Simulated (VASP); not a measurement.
The system is CsI.

```xyz
2
Lattice="4.6082 0.0000 0.0000 0.0000 4.6082 0.0000 0.0000 0.0000 4.6082" Properties=species:S:1:pos:R:3 pbc="T T T"
Cs    0.0000    0.0000    0.0000
I     2.3041    2.3041    2.3041
```

Program: VASP 6.6.1. Alike in all runs: task single point; potentials or basis VASP PAW PBE potentials, release 64 (Cs_sv, I); no spin polarisation; cell as given; smearing gaussian 0.01 eV.

Q: Order these runs on this cell by their band gap on the k mesh, lowest first.
A. level PBE; k mesh 6 × 6 × 6; cutoff (eV) 500
B. level HSE06; k mesh 4 × 4 × 4; cutoff (eV) 400; grid for exact exchange (PRECFOCK) Normal; share of exact exchange 0.25; screening parameter 0.2079 1/Å
C. level PBE0; k mesh 4 × 4 × 4; cutoff (eV) 400; grid for exact exchange (PRECFOCK) Normal; share of exact exchange 0.25
D. level r2SCAN; k mesh 4 × 4 × 4; cutoff (eV) 550

A: A (3.79 eV), D (4.50 eV), B (4.78 eV), C (5.47 eV).

Caveats: spin-orbit coupling is left out, which moves the levels of the heavy elements.

A k mesh can miss the band edges.
